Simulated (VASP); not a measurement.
# SiC: single point with PBEsol

SiC:

```
CELL_PARAMETERS angstrom
0.00000 2.17400 2.17400
2.17400 0.00000 2.17400
2.17400 2.17400 0.00000
ATOMIC_POSITIONS crystal
Si 0.00000 0.00000 0.00000
C 0.75000 0.75000 0.75000
```

```
Program                : VASP 6.6.1
Task                   : single point
Functional             : PBEsol
Potentials or basis    : VASP PAW PBE potentials, release 64 (Si, C)
Cutoff                 : 600 eV
k mesh                 : 8 × 8 × 8
Occupations            : gaussian, width 0.1 eV
Spin                   : no spin polarisation
Dipole correction      : no
Further INCAR settings : ALGO = Normal; EDIFF = 1e-06; NBANDS = 11
```

* Pressure: 1.6 GPa
* Band gap on the k mesh: 1.23 eV (least direct gap 4.45 eV)

Levels at points of the mesh, in eV from the valence-band top:
```tsv
k point	band 2	band 3	band 4	band 5	band 6	band 7
(0.00, 0.00, 0.00)	0.00	0.00	0.00	6.27	7.29	7.29
(0.50, 0.00, 0.00)	-8.64	-1.06	-1.06	5.44	7.17	7.17
(0.50, 0.50, 0.00)	-7.86	-3.22	-3.22	1.23	4.22	14.03
```

It took 9 s on 1 thread of Intel(R) Xeon(R) Platinum 8375C CPU @ 2.90GHz (Ice Lake) (shared host), peak memory 0.15 GiB.

Caveat: the PAW data sets were made with another functional, which shifts forces and pressure a little. A k mesh can miss the band edges.
